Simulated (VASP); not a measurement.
# P in VASP: a series of runs, part 2 of 2

VASP 6.6.1. The steps go on from the part before.

## Step 4: Single point, PBEsol

This run uses another cell than the first one, of 129.91 Å³/atom, 1.063 times its volume.

File INCAR:

```
SYSTEM = P
ALGO = Normal
EDIFF = 1E-6
ENCUT = 520
GGA = PS
ISIF = 2
ISMEAR = -1
LASPH = .TRUE.
LCHARG = .FALSE.
LREAL = .FALSE.
LWAVE = .FALSE.
NBANDS = 18
NELM = 80
PREC = Accurate
SIGMA = 0.05
```

File KPOINTS:

```
k-points
0
G
  7 1 5
  0 0 0
```

File POSCAR:

```
P
1.0
    3.2508904428      0.0000000000      0.0000000000
    0.0000000000     34.5084606801      0.0000000000
    0.0000000000      0.0000000000      4.6320847100
P
4
Direct
    0.5000000000      0.9697417784      0.9111806444
    0.5000000000      0.0302582216      0.0888193556
    0.0000000000      0.0302582216      0.4111806444
    0.0000000000      0.9697417784      0.5888193556
```

Potentials or basis: VASP PAW PBE potentials, release 64 (P).

Launch:

```sh
> cat potpaw_PBE.64/P/POTCAR > POTCAR
> mpirun -np 1 vasp_std > vasp.out
```

OUTCAR:

```text
SYSTEM = P
   EDIFF = 1E-6
   ENCUT = 520
   GGA = PS
   ISIF = 2
   ISMEAR = -1
   LASPH = .TRUE.
   LREAL = .FALSE.
   NELM = 80
   PREC = Accurate

 ion  position               nearest neighbor table
   1  0.500  0.970  0.911-   4 2.21   4 2.21   2 2.24
   2  0.500  0.030  0.089-   3 2.21   3 2.21   1 2.24
   3  0.000  0.030  0.411-   2 2.21   2 2.21   4 2.24
   4  0.000  0.970  0.589-   1 2.21   1 2.21   3 2.24

  LATTYP: Found a simple orthorhombic cell.
 ALAT       =     3.2508904428
 B/A-ratio  =     1.4248664455
 C/A-ratio  =    10.6150795566

  Lattice vectors:

 A1 = (  -3.2508904428,   0.0000000000,   0.0000000000)
 A2 = (   0.0000000000,   0.0000000000,   4.6320847100)
 A3 = (   0.0000000000,  34.5084606801,   0.0000000000)

Analysis of symmetry for initial positions (statically):
=====================================================================
 Subroutine PRICEL returns:
 Original cell was already a primitive cell.

 Routine SETGRP: Setting up the symmetry group for a
 simple orthorhombic supercell.

 Subroutine GETGRP returns: Found  8 space group operations
 (whereof  4 operations were pure point group operations)
 out of a pool of  8 trial point group operations.

The static configuration has the point symmetry C_2h.
 The point group associated with its full space group is D_2h.

Analysis of symmetry for dynamics (positions and initial velocities):
=====================================================================
 Subroutine PRICEL returns:
 Original cell was already a primitive cell.

 Routine SETGRP: Setting up the symmetry group for a
 simple orthorhombic supercell.

 Subroutine GETGRP returns: Found  8 space group operations
 (whereof  4 operations were pure point group operations)
 out of a pool of  8 trial point group operations.

The dynamic configuration has the point symmetry C_2h.
 The point group associated with its full space group is D_2h.

 Subroutine INISYM returns: Found  8 space group operations
 (whereof  4 operations are pure point group operations),
 and found     1 'primitive' translations

----------------------------------------------------------------------------------------

                                     Primitive cell

  volume of cell :     519.6422

  direct lattice vectors                    reciprocal lattice vectors
     3.250890443  0.000000000  0.000000000     0.307608029  0.000000000  0.000000000
     0.000000000 34.508460680  0.000000000     0.000000000  0.028978401  0.000000000
     0.000000000  0.000000000  4.632084710     0.000000000  0.000000000  0.215885516

  length of vectors
     3.250890443 34.508460680  4.632084710     0.307608029  0.028978401  0.215885516

  position of ions in fractional coordinates (direct lattice)
     0.500000000  0.969741778  0.911180644
     0.500000000  0.030258222  0.088819356
     0.000000000  0.030258222  0.411180644
     0.000000000  0.969741778  0.588819356

  ion indices of the primitive-cell ions
   primitive index   ion index
                 1           1
                 2           2
                 3           3
                 4           4

----------------------------------------------------------------------------------------

 KPOINTS: k-points

Automatic generation of k-mesh.
 Grid dimensions read from file:
 generate k-points for:    7    1    5

 Generating k-lattice:

  Cartesian coordinates                     Fractional coordinates (reciprocal lattice)
     0.043944004  0.000000000  0.000000000     0.142857143  0.000000000  0.000000000
     0.000000000  0.028978401  0.000000000     0.000000000  1.000000000  0.000000000
     0.000000000  0.000000000  0.043177103     0.000000000  0.000000000  0.200000000

  Length of vectors
     0.043944004  0.028978401  0.043177103

  Shift w.r.t. Gamma in fractional coordinates (k-lattice)
     0.000000000  0.000000000  0.000000000

 Subroutine IBZKPT returns following result:
 ===========================================

 Found     12 irreducible k-points:

 Following reciprocal coordinates:
            Coordinates               Weight
  0.000000  0.000000  0.000000      1.000000
  0.142857  0.000000  0.000000      2.000000
  0.285714  0.000000  0.000000      2.000000
  0.428571  0.000000  0.000000      2.000000
  0.000000  0.000000  0.200000      2.000000
  0.142857  0.000000  0.200000      4.000000
  0.285714  0.000000  0.200000      4.000000
  0.428571  0.000000  0.200000      4.000000
  0.000000  0.000000  0.400000      2.000000
  0.142857  0.000000  0.400000      4.000000
  0.285714  0.000000  0.400000      4.000000
  0.428571  0.000000  0.400000      4.000000
   k-points           NKPTS =     12   k-points in BZ     NKDIM =     12   number of bands    NBANDS=     18
   number of dos      NEDOS =    301   number of ions     NIONS =      4
   total plane-waves  NPLWV = 233280
   dimension x,y,z NGX =    24 NGY =  270 NGZ =   36
   dimension x,y,z NGXF=    48 NGYF=  540 NGZF=   72
   ions per type =               4
   NGX,Y,Z   is equivalent  to a cutoff of  12.27, 13.01, 12.92 a.u.
   NGXF,Y,Z  is equivalent  to a cutoff of  24.55, 26.01, 25.84 a.u.
 SYSTEM =  P
   PREC   = accura    normal or accurate (medium, high low for compatibility)
   ISTART =      0    job   : 0-new  1-cont  2-samecut
   ICHARG =      2    charge: 1-file 2-atom 10-const
   ISPIN  =      1    spin polarized calculation?
   LNONCOLLINEAR =      F non collinear calculations
   LSORBIT =      F    spin-orbit coupling
   LASPH  =      T    aspherical Exc in radial PAW
   ENCUT  =  520.0 eV  38.22 Ry    6.18 a.u.   6.04 64.16  8.61*2*pi/ulx,y,z
   NELM   =     80;   NELMIN=  2; NELMDL= -5     # of ELM steps
   EDIFF  = 0.1E-05   stopping-criterion for ELM
   LREAL  =      F    real-space projection
[... 7 lines left out ...]
   TEBEG  =    0.0;   TEEND  =   0.0 temperature during run
   PSTRESS=    0.0 pullay stress
   NELECT =      20.0000    total number of electrons
   NUPDOWN=      -1.0000    fix difference up-down
   EMIN   =  10.00;   EMAX   =-10.00  energy-range for DOS
   EFERMI =   0.00;   METHOD = LEGACY
   ISMEAR =    -1;   SIGMA  =   0.05  broadening in eV -4-tet -1-fermi 0-gaus
   EFERMI_NEDOS =   21; number of points for ismear=-14 and -15
   IALGO  =     38    algorithm
   IMIX   =      4    mixing-type and parameters
     AMIX     =   0.40;   BMIX     =  1.00
     AMIX_MAG =   1.60;   BMIX_MAG =  1.00
  volume/ion in A,a.u.               =     129.91       876.68
  Fermi-wavevector in a.u.,A,eV,Ry     =   0.552735  1.044517  4.156792  0.305516
  Thomas-Fermi vector in A             =   1.585303
   LORBIT       =      0    0 simple, 1 ext, 2 COOP (PROOUT), +10 PAW based schemes
   GGA     = PS    functional components
   LHFCALC =     F    Hartree Fock is set to
   AEXX    =    0.0000 exact exchange contribution
   IVDW    =     0    specifies the selected vdW correction
   LEPSILON=     F    determine dielectric tensor
   LRPA    =     F    only Hartree local field effects (RPA)
 non-spin polarized calculation
  energy-cutoff  :      520.00
  volume of cell :      519.64
 maximum number of plane-waves:     14040
   NGX = 13   NGY =129   NGZ = 17

 number of electron      19.9999995 magnetization

 Free energy of the ion-electron system (eV)
  ---------------------------------------------------
  ext. energy  EPLUGINS =         0.00000000
  ---------------------------------------------------
  free energy    TOTEN  =       -22.81769446 eV

  energy without entropy =      -22.81768228  energy(sigma->0) =      -22.81768837

 E-fermi :  -3.0094     XC(G=0):  -1.8041

 val. band max:       -3.4617685150   @ k =   0.0000   0.0000   0.0000
 cond. band min:      -2.5809406319   @ k =   0.0000   0.0000   0.0000
 fundamental gap:      0.8808278831
 Fermi energy:        -3.0094375290

 k-point     1 :       0.0000    0.0000    0.0000
  band No.  band energies     occupation
      1     -18.5389      2.00000
      2     -16.0327      2.00000
      3     -12.6959      2.00000
      4      -9.2272      2.00000
      5      -8.1421      2.00000
      6      -8.1148      2.00000
[... 10 lines left out ...]
     17       1.6270      0.00000
     18       1.7721      0.00000
[... 214 lines left out ...]
      2     -15.2554      2.00000
      3     -13.2671      2.00000
      4     -12.6785      2.00000
      5      -9.0837      2.00000
      6      -8.5684      2.00000
[... 10 lines left out ...]
     17       2.5423      0.00000
     18       3.2451      0.00000

------------------------ aborting loop because EDIFF is reached ----------------------------------------

  FORCE on cell =-STRESS in cart. coord.  units (eV):
  Direction    XX          YY          ZZ          XY          YZ          ZX
  --------------------------------------------------------------------------------------
  -------------------------------------------------------------------------------------
  Total        0.3153086     -0.0823968     -0.8057042      0.0000000     -0.0000000      0.0000000
  in kB        0.9721694     -0.2540484     -2.4841727      0.0000000     -0.0000000      0.0000000
  external PRESSURE =      -0.5886839 kB  Pullay stress =       0.0000000 kB

 VOLUME and BASIS-vectors are now :
 -----------------------------------------------------------------------------
  energy-cutoff  :      520.00
  volume of cell :      519.64
      direct lattice vectors                 reciprocal lattice vectors
     3.250890443  0.000000000  0.000000000     0.307608029  0.000000000  0.000000000
     0.000000000 34.508460680  0.000000000     0.000000000  0.028978401  0.000000000
     0.000000000  0.000000000  4.632084710     0.000000000  0.000000000  0.215885516

 POSITION                                       TOTAL-FORCE (eV/Angst)
 -----------------------------------------------------------------------------------
      1.62545     33.46430      4.22067         0.000000      0.016286     -0.011522
      1.62545      1.04416      0.41142        -0.000000     -0.016286      0.011522
      0.00000      1.04416      1.90462         0.000000     -0.016286     -0.011522
      0.00000     33.46430      2.72746         0.000000      0.016286      0.011522
 -----------------------------------------------------------------------------------
    total drift:                               -0.000000      0.000000     -0.000000

  FREE ENERGIE OF THE ION-ELECTRON SYSTEM (eV)
  ---------------------------------------------------
  free  energy   TOTEN  =       -22.8176944575 eV

  energy  without entropy=      -22.8176822765  energy(sigma->0) =      -22.81768837
```

OSZICAR:

```text
N       E                     dE             d eps       ncg     rms          rms(c)
DAV:   1     0.137997253672E+03    0.13800E+03   -0.55088E+03   432   0.724E+02
DAV:   2    -0.408358130243E+01   -0.14208E+03   -0.12943E+03   732   0.130E+02
DAV:   3    -0.226456726644E+02   -0.18562E+02   -0.18390E+02   584   0.569E+01
[... 13 lines left out ...]
DAV:  17    -0.228176509508E+02   -0.24012E-04   -0.59294E-07   474   0.338E-03    0.273E-03
DAV:  18    -0.228176762481E+02   -0.25297E-04   -0.53522E-07   462   0.264E-03    0.460E-03
DAV:  19    -0.228176865081E+02   -0.10260E-04   -0.19534E-07   484   0.155E-03    0.140E-03
DAV:  20    -0.228176937291E+02   -0.72210E-05   -0.24889E-07   444   0.167E-03    0.270E-03
DAV:  21    -0.228176944575E+02   -0.72842E-06   -0.14858E-08   476   0.722E-04
   1 F= -.22817694E+02 E0= -.22817688E+02  d E =-.121810E-04
```

stdout:

```text
POSCAR found type information on POSCAR P
 POSCAR found :  1 types and       4 ions
 scaLAPACK will be used
 -----------------------------------------------------------------------------
|                                                                             |
|                                                                             |
|     You enforced a specific xc type in the INCAR file but a different       |
|     I HOPE YOU KNOW WHAT YOU ARE DOING!                                     |
|                                                                             |
 -----------------------------------------------------------------------------

 LDA part: xc-table for (Slater+PW92), standard interpolation
 POSCAR, INCAR and KPOINTS ok, starting setup
 FFT: planning ... GRIDC
 FFT: planning ... GRID_SOFT
 FFT: planning ... GRID
 WAVECAR not read
 entering main loop
```

Run time: 97 s. Hardware: 1 thread of Intel Xeon 6975P-C (Granite Rapids), shared host; peak memory 0.52 GiB.

What came out:

```
Free energy            : -22.8177 eV
Largest force          : 0.020 eV/Å
Band gap on the k mesh : 0.88 eV, direct
```

Forces on the atoms (eV/Å):
```
P    0.000  0.016 -0.012
P    0.000 -0.016  0.012
P    0.000 -0.016 -0.012
P    0.000  0.016  0.012
```

Caveat: the PAW data sets were made with another functional, which shifts forces and pressure a little.

## Step 5: Overview

```csv
cell,gap on the mesh (eV),largest force (eV/Å)
"a = 3.152, b = 33.463, c = 4.632 Å, 4 atoms",0.74,0.02
"a = 3.218, b = 34.160, c = 4.632 Å, 4 atoms",0.84,0.02
"a = 3.251, b = 34.508, c = 4.632 Å, 4 atoms",0.88,0.02
```

Alike in all rows: task single point; level PBEsol; potentials or basis VASP PAW PBE potentials, release 64 (P); no spin polarisation; k mesh 7 × 1 × 5; cutoff (eV) 520; smearing fermi-dirac 0.05 eV.

Caveats: the PAW data sets were made with another functional, which shifts forces and pressure a little.

Absolute energies hang on the potentials; compare differences alone.
